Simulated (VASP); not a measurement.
# CdTe (F-43m) in VASP: notebook, part 2 of 2

VASP 6.6.1. Earlier steps stand in the parts before.

## (3) Relaxation of cell and atoms, PBE, target pressure 40 GPa, at which the enthalpy is minimised

This run uses another cell than the first one, of 25.10 Å³/atom, 0.647 times its volume.

INCAR reads:

```
SYSTEM = CdTe
PREC = Accurate
ENCUT = 600
EDIFF = 1E-7
ISMEAR = 0
SIGMA = 0.02
LREAL = .False.
LASPH = .True.
NELM = 100
ALGO = Normal
ISIF = 3
LWAVE = .False.
LCHARG = .False.
GGA = PE
IBRION = 2
NSW = 70
EDIFFG = -0.008
PSTRESS = 400.0
```

KPOINTS reads:

```
Automatic mesh
0
Gamma
  10 10 10
  0 0 0
```

POSCAR reads:

```
CdTe
1.0
    0.0000000000      2.9279086706      2.9279086706
    2.9279086706      0.0000000000      2.9279086706
    2.9279086706      2.9279086706      0.0000000000
Cd Te
1 1
Direct
    0.0000000000      0.0000000000      0.0000000000
    0.2500000000      0.2500000000      0.2500000000
```

Potentials or basis: VASP PAW PBE potentials, release 64 (Cd, Te).

Launch:

```console
$ cat potpaw_PBE.64/Cd/POTCAR potpaw_PBE.64/Te/POTCAR > POTCAR
$ mpirun -np 1 vasp_std > vasp.out
```

It took 80 s on 1 thread of Intel Xeon 6975P-C (Granite Rapids), shared host; peak memory 0.23 GiB.

Results (log left out):

| Quantity | Value |
| --- | --- |
| Free energy | -2.7290 eV |
| Relaxed volume | 23.89 Å³/atom |
| Relaxed cell | a = 4.073 Å, b = 4.073 Å, c = 4.073 Å, α = 60.00°, β = 60.00°, γ = 60.00° |
| Space group after relaxing (to 0.05 Å) | F-43m (No. 216) |
| Energy change on relaxing (the enthalpy is what falls) | +269.0 meV/atom |
| Ionic steps | 7 |
| Pressure after relaxing | 40.0 GPa |
| Band gap on the k mesh | 1.57 eV, indirect (least direct gap 1.87 eV) |

The path:
| step | energy change (eV) | largest force (eV/Å) | pressure (GPa) | volume (Å³) |
| --- | --- | --- | --- | --- |
| 1 | 0.0000 | 0.0000 | 31.34 | 50.20 |
| 2 | 2.9647 | 0.0000 | 78.83 | 40.97 |
| 3 | 0.5015 | 0.0000 | 39.43 | 47.92 |
| 4 | 0.5323 | 0.0000 | 39.92 | 47.79 |
| 5 | 0.5441 | 0.0000 | 40.11 | 47.75 |
| 6 | 0.5207 | 0.0000 | 39.73 | 47.84 |
| 7 | 0.5380 | 0.0000 | 40.01 | 47.77 |

Final structure:
```xyz
2
Lattice="0.0000 2.8799 2.8799 2.8799 0.0000 2.8799 2.8799 2.8799 0.0000" Properties=species:S:1:pos:R:3 pbc="T T T"
Cd    0.0000    0.0000    0.0000
Te    1.4400    1.4400    1.4400
```

Levels at points of the mesh, in eV from the valence-band top:
```csv
k point,band 7,band 8,band 9,band 10,band 11,band 12
"(0.00, 0.00, 0.00)",0.00,0.00,0.00,1.87,4.08,4.08
"(0.50, 0.00, 0.00)",-7.05,-1.49,-1.49,2.06,4.78,4.78
"(0.50, 0.50, 0.00)",-6.41,-3.47,-3.47,1.57,2.13,10.89
```

Caveat: the cell is relaxed towards a set pressure, so the enthalpy falls and the energy may rise; spin-orbit coupling is left out, which moves the levels of the heavy elements. A k mesh can miss the band edges.

## (4) Single point, LDA

This run uses another cell than the first one, of 32.92 Å³/atom, 0.848 times its volume.

INCAR reads:

```
SYSTEM = CdTe
PREC = Accurate
ENCUT = 500
EDIFF = 1E-6
ISMEAR = 1
SIGMA = 0.02
LREAL = .FALSE.
LASPH = .TRUE.
NELM = 120
ALGO = Normal
ISIF = 2
LWAVE = .FALSE.
LCHARG = .FALSE.
GGA = CA
NBANDS = 16
GGA_COMPAT = .FALSE.
```

KPOINTS reads:

```
regular mesh
0
G
  10 10 10
  0 0 0
```

POSCAR reads:

```
CdTe
1.0
    0.0000000000      3.2048466081      3.2048466081
    3.2048466081      0.0000000000      3.2048466081
    3.2048466081      3.2048466081      0.0000000000
Cd Te
1 1
Direct
    0.0000000000      0.0000000000      0.0000000000
    0.2500000000      0.2500000000      0.2500000000
```

Potentials or basis: VASP PAW LDA potentials, release 64 (Cd, Te).

Launch:

```console
$ cat potpaw_LDA.64/Cd/POTCAR potpaw_LDA.64/Te/POTCAR > POTCAR
$ mpirun -np 1 vasp_std > vasp.out
```

OUTCAR:

```text
SYSTEM = CdTe
   PREC = Accurate
   ENCUT = 500
   EDIFF = 1E-6
   ISMEAR = 1
   LREAL = .FALSE.
   LASPH = .TRUE.
   NELM = 120
   ISIF = 2
   GGA = CA

 ion  position               nearest neighbor table
   1  0.000  0.000  0.000-   2 2.78   2 2.78   2 2.78   2 2.78
   2  0.250  0.250  0.250-   1 2.78   1 2.78   1 2.78   1 2.78

  LATTYP: Found a face centered cubic cell.
 ALAT       =     6.4096932162

  Lattice vectors:

 A1 = (   0.0000000000,   3.2048466081,   3.2048466081)
[... 642 lines left out ...]

------------------------ aborting loop because EDIFF is reached ----------------------------------------

  FORCE on cell =-STRESS in cart. coord.  units (eV):
  Direction    XX          YY          ZZ          XY          YZ          ZX
  --------------------------------------------------------------------------------------
  -------------------------------------------------------------------------------------
  Total        0.0992593      0.0992593      0.0992593      0.0000000     -0.0000000     -0.0000000
  in kB        2.4156285      2.4156285      2.4156285      0.0000000     -0.0000000     -0.0000000
  external PRESSURE =       2.4156285 kB  Pullay stress =       0.0000000 kB

 VOLUME and BASIS-vectors are now :
 -----------------------------------------------------------------------------
  energy-cutoff  :      500.00
  volume of cell :       65.83
      direct lattice vectors                 reciprocal lattice vectors
     0.000000000  3.204846608  3.204846608    -0.156013707  0.156013707  0.156013707
     3.204846608  0.000000000  3.204846608     0.156013707 -0.156013707  0.156013707
     3.204846608  3.204846608  0.000000000     0.156013707  0.156013707 -0.156013707

 POSITION                                       TOTAL-FORCE (eV/Angst)
 -----------------------------------------------------------------------------------
      0.00000      0.00000      0.00000        -0.000000     -0.000000     -0.000000
      1.60242      1.60242      1.60242         0.000000      0.000000      0.000000
 -----------------------------------------------------------------------------------
    total drift:                                0.000000      0.000000      0.000000

  FREE ENERGIE OF THE ION-ELECTRON SYSTEM (eV)
  ---------------------------------------------------
  free  energy   TOTEN  =        -6.0518871968 eV

  energy  without entropy=       -6.0518871968  energy(sigma->0) =       -6.05188720
```

stdout:

```text
POSCAR found type information on POSCAR CdTe
 POSCAR found :  2 types and       2 ions
 scaLAPACK will be used
 LDA part: xc-table for (Slater(with rela. corr.)+CA(PZ))
 , standard interpolation
 POSCAR, INCAR and KPOINTS ok, starting setup
 FFT: planning ... GRIDC
 FFT: planning ... GRID_SOFT
 FFT: planning ... GRID
 WAVECAR not read
 entering main loop
```

It took 32 s on 1 thread of Intel Xeon Platinum 8375C at 2.90GHz (Ice Lake), shared host; peak memory 0.2 GiB.

What came out:

```yaml
Free_energy: -6.0519 eV
Pressure: 0.2 GPa
Band_gap_on_the_k_mesh: 0.65 eV, direct
```

Levels at points of the mesh, in eV from the valence-band top:
```
           k point  band 7  band 8  band 9  band 10  band 11  band 12
(0.00, 0.00, 0.00)    0.00    0.00    0.00     0.65     4.48     4.48
(0.50, 0.00, 0.00)   -4.69   -0.84   -0.84     1.69     5.08     5.08
(0.50, 0.50, 0.00)   -4.54   -2.01   -2.01     2.37     2.54     8.82
```

Caveat: spin-orbit coupling is left out, which moves the levels of the heavy elements. Expect the measured gap to be larger: semilocal functionals such as LDA lack the derivative discontinuity.

## (5) Relaxation of cell and atoms, LDA

This run uses another cell than the first one, of 36.25 Å³/atom, 0.934 times its volume.

INCAR reads:

```
SYSTEM = CdTe
PREC = Accurate ; ENCUT = 500
EDIFF = 1E-7 ; ISMEAR = 1
SIGMA = 0.02 ; LREAL = .FALSE.
LASPH = .TRUE. ; NELM = 120
ALGO = Normal ; ISIF = 3
LWAVE = .FALSE. ; LCHARG = .FALSE.
IBRION = 2 ; NSW = 100
EDIFFG = -0.005 ; GGA_COMPAT = .FALSE.
NELMIN = 4
```

KPOINTS reads:

```
Automatic mesh
0
G
  10 10 10
  0 0 0
```

POSCAR reads:

```
CdTe
1.0
    0.0000000000      3.3096311567      3.3096311567
    3.3096311567      0.0000000000      3.3096311567
    3.3096311567      3.3096311567      0.0000000000
Cd Te
1 1
Direct
    0.0000000000      0.0000000000      0.0000000000
    0.2500000000      0.2500000000      0.2500000000
```

Launch:

```console
$ cat potpaw_LDA.64/Cd/POTCAR potpaw_LDA.64/Te/POTCAR > POTCAR
$ mpirun -np 1 vasp_std > vasp.out
```

Wall time 66 s (1 thread of Intel Xeon Platinum 8375C at 2.90GHz (Ice Lake), shared host); peak memory 0.2 GiB.

It converged, with:

| Quantity | Value |
| --- | --- |
| Free energy | -6.0523 eV |
| Relaxed volume | 33.09 Å³/atom |
| Relaxed cell | a = 4.540 Å, b = 4.540 Å, c = 4.540 Å, α = 60.00°, β = 60.00°, γ = 60.00° |
| Space group after relaxing (to 0.05 Å) | F-43m (No. 216) |
| Energy gained by relaxing | 36.3 meV/atom |
| Ionic steps | 3 |
| Pressure after relaxing | 0.0 GPa |
| Band gap on the k mesh | 0.64 eV, direct |

The path:
```
step  energy change (eV)  largest force (eV/Å)  pressure (GPa)  volume (Å³)
   1              0.0000                0.0000           -3.38        72.51
   2             -0.0682                0.0000            1.03        64.78
   3             -0.0726                0.0000            0.00        66.17
```

Final structure:
```xyz
2
Lattice="0.0000 3.2103 3.2103 3.2103 0.0000 3.2103 3.2103 3.2103 0.0000" Properties=species:S:1:pos:R:3 pbc="T T T"
Cd    0.0000    0.0000    0.0000
Te    1.6052    1.6052    1.6052
```

Levels at points of the mesh, in eV from the valence-band top:
| k point | band 7 | band 8 | band 9 | band 10 | band 11 | band 12 |
| --- | --- | --- | --- | --- | --- | --- |
| (0.00, 0.00, 0.00) | 0.00 | 0.00 | 0.00 | 0.64 | 4.48 | 4.48 |
| (0.50, 0.00, 0.00) | -4.66 | -0.83 | -0.83 | 1.69 | 5.08 | 5.08 |
| (0.50, 0.50, 0.00) | -4.52 | -1.99 | -1.99 | 2.38 | 2.54 | 8.79 |

Caveat: spin-orbit coupling is left out, which moves the levels of the heavy elements.

## (6) The runs side by side

| task | level | potentials or basis | cell | cutoff (eV) | smearing | gap on the mesh (eV) | pressure (GPa) |
| --- | --- | --- | --- | --- | --- | --- | --- |
| single point | LDA | VASP PAW LDA potentials, release 64 (Cd, Te) | a = 4.787 Å, angles 60.0°, 2 atoms | 520 | gaussian 0.02 eV | 0.17 | -5.0 |
| relaxation of cell and atoms | PBE | VASP PAW PBE potentials, release 64 (Cd, Te) | relaxed to 40 GPa from a = 4.141 Å, angles 60.0°, 2 atoms | 600 | gaussian 0.02 eV | 1.57 | 40.0 |
| single point | LDA | VASP PAW LDA potentials, release 64 (Cd, Te) | a = 4.532 Å, angles 60.0°, 2 atoms | 500 | methfessel-paxton 0.02 eV | 0.65 | 0.2 |
| relaxation of cell and atoms | LDA | VASP PAW LDA potentials, release 64 (Cd, Te) | relaxed from a = 4.681 Å, angles 60.0°, 2 atoms | 500 | methfessel-paxton 0.02 eV | 0.64 | 0.0 |

Alike in all rows: no spin polarisation; k mesh 10 × 10 × 10.

Caveats: spin-orbit coupling is left out, which moves the levels of the heavy elements; the cell is relaxed towards a set pressure, so the enthalpy falls and the energy may rise (some runs).

Total energies depend on the potentials used, so only differences within one code and one set of settings carry meaning.
